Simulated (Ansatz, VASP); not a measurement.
# AlNi: VASP beside Ansatz

Contents of INCAR:

```
PREC = Accurate
ENCUT = 520
EDIFF = 1E-6
ISMEAR = 0
SIGMA = 0.1
LREAL = F
LASPH = T
NELM = 80
ALGO = Normal
ISIF = 2
LWAVE = F
LCHARG = T
LDIPOL = T
IDIPOL = 3
DIPOL = 0.5 0.5 0.500
GGA = CA
LELF = T
LVHAR = T
LVACPOTAV = T
NBANDS = 58
```

Contents of KPOINTS:

```
Automatic mesh
0
Gamma
  9 9 1
```

POSCAR

```
AlNi
1.0
    4.0477133414      0.0000000000      0.0000000000
   -2.0238566707      3.5054225809      0.0000000000
    0.0000000000      0.0000000000     25.7410683374
Ni Al
7 7
Direct
    0.3333333333      0.6666666667      0.2913631984
    0.0000000000      0.0000000000      0.3555591373
    0.6666666667      0.3333333333      0.4197550763
    0.3333333333      0.6666666667      0.4839510153
    0.0000000000      0.0000000000      0.5481469542
    0.6666666667      0.3333333333      0.6123428932
    0.3333333333      0.6666666667      0.6765388322
    0.6666666667      0.3333333333      0.3234611678
    0.3333333333      0.6666666667      0.3876571068
    0.0000000000      0.0000000000      0.4518530458
    0.6666666667      0.3333333333      0.5160489847
    0.3333333333      0.6666666667      0.5802449237
    0.0000000000      0.0000000000      0.6444408627
    0.6666666667      0.3333333333      0.7086368016
```

Input for Ansatz:

```yaml
crystal:
  lattice:
    - [4.0477133414, 0.0, 0.0]
    - [-2.0238566707, 3.5054225809, 0.0]
    - [0.0, 0.0, 25.7410683374]
  atoms:
    - { symbol: Ni, position: [0.3333333333, 0.6666666667, 0.2913631984] }
    - { symbol: Al, position: [0.6666666667, 0.3333333333, 0.3234611678] }
    - { symbol: Ni, position: [0.0, 0.0, 0.3555591373] }
    - { symbol: Al, position: [0.3333333333, 0.6666666667, 0.3876571068] }
    - { symbol: Ni, position: [0.6666666667, 0.3333333333, 0.4197550763] }
    - { symbol: Al, position: [0.0, 0.0, 0.4518530458] }
    - { symbol: Ni, position: [0.3333333333, 0.6666666667, 0.4839510153] }
    - { symbol: Al, position: [0.6666666667, 0.3333333333, 0.5160489847] }
    - { symbol: Ni, position: [0.0, 0.0, 0.5481469542] }
    - { symbol: Al, position: [0.3333333333, 0.6666666667, 0.5802449237] }
    - { symbol: Ni, position: [0.6666666667, 0.3333333333, 0.6123428932] }
    - { symbol: Al, position: [0.0, 0.0, 0.6444408627] }
    - { symbol: Ni, position: [0.3333333333, 0.6666666667, 0.6765388322] }
    - { symbol: Al, position: [0.6666666667, 0.3333333333, 0.7086368016] }
basis:
  ecutwfc: 420
kpoints:
  mp_grid: { grid: [9, 9, 1] }
hamiltonian:
  xc: lda
scf:
  occupations: { method: gaussian, width: 0.1 }
output:
  forces: true
  stress: true
  eigenvalues: true
  write_density: true
  write_potential: true
  elf: true
  volumetric_format: npy
efield:
  axis: 3
  dipole_correction: true
  ramp_width: 0.04
```

Alike in both runs: task single point; functional LDA; k mesh 9 × 9 × 1; occupations gaussian, width 0.1 eV; no spin polarisation.

```csv
,VASP,Ansatz
version,VASP 6.6.1,Ansatz 0.2.0
potentials or method,"VASP PAW LDA potentials, release 64 (Ni, Al), cutoff 520 eV","scalar-relativistic, plane waves, PAW"
valence electrons in the cell,91,147
```

|  | VASP | Ansatz | Ansatz less VASP |
| --- | --- | --- | --- |
| gap on the k mesh at the Fermi level (eV) | none | none | - |
| rms of the force components (eV/Å) | 0.327 | 0.334 | +0.0066 |
| work function, face that differs most (eV) | 4.48 | 4.47 | -0.009 |

LDA's correlation is that of Perdew and Zunger in VASP and of Perdew and Wang (1992) in Ansatz. A gap of «none» marks a metal or a gap that the smearing closes. VASP's potentials hold 91 valence electrons a cell and Ansatz's 147, so a difference there can come from the potentials and not from the codes. Ansatz's warnings: xc potential rough in thin density.
